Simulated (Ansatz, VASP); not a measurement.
## Ge in VASP and in Ansatz

INCAR

```
  PREC = Accurate
  ENCUT = 520
  EDIFF = 1E-6
  ISMEAR = 0
  SIGMA = 0.1
  LREAL = F
  LASPH = T
  NELM = 100
  ALGO = Normal
  ISIF = 2
  LWAVE = F
  LCHARG = F
  NBANDS = 21
```

File KPOINTS:

```
regular mesh
0
Gamma
  14 14 14
```

File POSCAR:

```
Ge
1.0
    0.0000000000      2.7324220938      2.7324220938
    2.7324220938      0.0000000000      2.7324220938
    2.7324220938      2.7324220938      0.0000000000
Ge
2
Direct
    0.5000000000      0.5000000000      0.5000000000
    0.7500000000      0.7500000000      0.7500000000
```

Input for Ansatz:

```yaml
crystal:
  lattice:
    - [0.0, 2.7324220938, 2.7324220938]
    - [2.7324220938, 0.0, 2.7324220938]
    - [2.7324220938, 2.7324220938, 0.0]
  atoms:
    - { symbol: Ge, position: [0.5, 0.5, 0.5] }
    - { symbol: Ge, position: [0.75, 0.75, 0.75] }
basis:
  ecutwfc: 420
kpoints:
  mp_grid: { grid: [14, 14, 14] }
hamiltonian:
  xc: lda
scf:
  occupations: { method: gaussian, width: 0.1 }
output:
  forces: true
  stress: true
  eigenvalues: true
```

Alike in both runs: task single point; functional LDA; k mesh 14 × 14 × 14; occupations gaussian, width 0.1 eV; no spin polarisation.

|  | VASP | Ansatz |
| --- | --- | --- |
| version | VASP 6.6.1 | Ansatz 0.2.0 |
| potentials or method | VASP PAW LDA potentials, release 64 (Ge_d), cutoff 520 eV | scalar-relativistic, plane waves, PAW |
| valence electrons in the cell | 28 | 28 |

```tsv
	VASP	Ansatz	Ansatz less VASP
gap on the k mesh at the Fermi level (eV)	0.34	0.34	-0.002
least direct gap on the mesh (eV)	0.84	0.79	-0.049
pressure (GPa)	7.8	7.5	-0.35
```

LDA's correlation is that of Perdew and Zunger in VASP and of Perdew and Wang (1992) in Ansatz.
